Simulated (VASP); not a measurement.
Runs of VASP 6.6.1 on SiO2. The structure is that of space group P4_2/mnm (No. 136), or close to it. The cells are those of the table. 

```tsv
cell	gap on the mesh (eV)	pressure (GPa)	largest force (eV/Å)
a = 4.030, b = 4.030, c = 2.789 Å, 6 atoms	(a)	(b)	0.43
a = 4.055, b = 4.055, c = 2.917 Å, 6 atoms	4.61	-14.7	0.47
a = 4.155, b = 4.155, c = 2.534 Å, 6 atoms	6.90	22.1	0.19
a = 4.030, b = 4.030, c = 2.725 Å, 6 atoms	5.82	12.3	0.45
```

Alike in all rows: task single point; level LDA; potentials or basis VASP PAW LDA potentials, release 64 (Si, O_h); no spin polarisation; k mesh 6 × 6 × 8; cutoff (eV) 1340; smearing gaussian 0.05 eV.

Q: Fill in the values left out.

A: (a) 5.48; (b) 3.3.

Caveats: the stress differs along the axes, from -19 to 15 GPa (at least some runs); the stress differs along the axes, from -45 to 1 GPa (at least some runs); the stress differs along the axes, from 11 to 44 GPa (at least some runs); the stress differs along the axes, from -4 to 20 GPa (at least some runs).

A k mesh can miss the band edges.
